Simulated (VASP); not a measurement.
MgB2:

```
Mg B
1.0
     3.08500    0.00000    0.00000
    -1.54250    2.67169    0.00000
     0.00000    0.00000    3.52300
Mg B
1 2
Cartesian
  0.0000 0.0000 0.0000
  0.0000 1.7811 1.7615
  1.5425 0.8906 1.7615
```

```yaml
Program: VASP 6.6.1
Task: relaxation of cell and atoms
Functional: LDA
Potentials_or_basis: VASP PAW LDA potentials, release 64 (Mg, B)
Cutoff: 600 eV
k_mesh: 14 × 14 × 10
Occupations: fermi-dirac, width 0.05 eV
Spin: no spin polarisation
```

At the start: pressure -8.2 GPa; volume 9.68 Å³/atom.

Problem. How do energy, volume and symmetry change on relaxing?

Solution. Over 5 steps the energy falls by 13.8 meV/atom and the volume is 9.15 Å³/atom (-5.4 %); space group P6/mmm (No. 191, to 0.05 Å).

The path:
```tsv
step	energy change (eV)	largest force (eV/Å)	pressure (GPa)	volume (Å³)
1	0.0000	0.0000	-8.17	29.04
2	-0.0338	0.0000	3.35	27.01
3	-0.0397	0.0000	-0.12	27.55
4	-0.0412	0.0000	-0.01	27.48
5	-0.0413	0.0000	0.02	27.46
```

Final structure:
```xyz
3
Lattice="3.0343 0.0000 0.0000 -1.5172 2.6278 0.0000 0.0000 0.0000 3.4436" Properties=species:S:1:pos:R:3 pbc="T T T"
Mg    0.0000    0.0000    0.0000
B     0.0000    1.7519    1.7218
B     1.5172    0.8759    1.7218
```
